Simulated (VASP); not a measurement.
KBr: single point with PBE

Crystal: KBr.

```
K Br
1.0
     3.73769    0.00000    0.00000
     0.00000    3.73769    0.00000
     0.00000    0.00000    5.12062
K Br
1 1
Direct
  0.00000 0.00000 0.00000
  0.50000 0.50000 0.50000
```

The cell was built from a structure type or drawn by symmetry, and may not be a known phase.

| Item | Value |
| --- | --- |
| Program | VASP 6.6.1 |
| Task | single point |
| Functional | PBE |
| Potentials or basis | VASP PAW PBE potentials, release 64 (K_sv, Br) |
| Cutoff | 520 eV |
| k mesh | 6 × 6 × 4 |
| Occupations | gaussian, width 0.1 eV |
| Spin | no spin polarisation |
| Dipole correction | no |
| Further INCAR settings | ALGO = Normal; EDIFF = 1e-07; NBANDS = 15 |

The pressure is -0.8 GPa and the band gap on the k mesh is 1.91 eV (least direct gap 2.17 eV).

Stress tensor (GPa, compression positive):
```
 2.93  0.00  0.00
 0.00  2.93  0.00
 0.00  0.00 -8.18
```

Levels at points of the mesh, in eV from the valence-band top:
```
           k point  band 4  band 5  band 6  band 7  band 8  band 9  band 10  band 11  band 12  band 13
(0.00, 0.00, 0.00)  -13.63  -13.34   -1.81   -0.25   -0.25    1.91     5.14     5.18     8.14     8.14
(0.50, 0.00, 0.00)  -13.59  -13.00   -2.50   -1.63   -0.05    4.72     5.07     7.50     7.51     7.57
(0.50, 0.50, 0.00)  -13.55  -12.88   -1.90   -1.90   -1.17    4.02     5.01     5.70     5.70     8.52
(0.00, 0.00, 0.50)  -13.66  -13.05   -2.60   -0.29   -0.29    4.30     5.48     5.58     8.10     8.75
(0.50, 0.00, 0.50)  -13.60  -13.09   -2.27   -1.82    0.00    3.77     5.62     7.09     7.26     7.60
(0.50, 0.50, 0.50)  -13.56  -12.87   -1.98   -1.98   -1.65    5.80     6.38     6.45     6.45     7.57
```

It took 28 s on 1 thread of Intel Xeon 8259CL (shared host), peak memory 0.19 GiB.

A k mesh can miss the band edges.
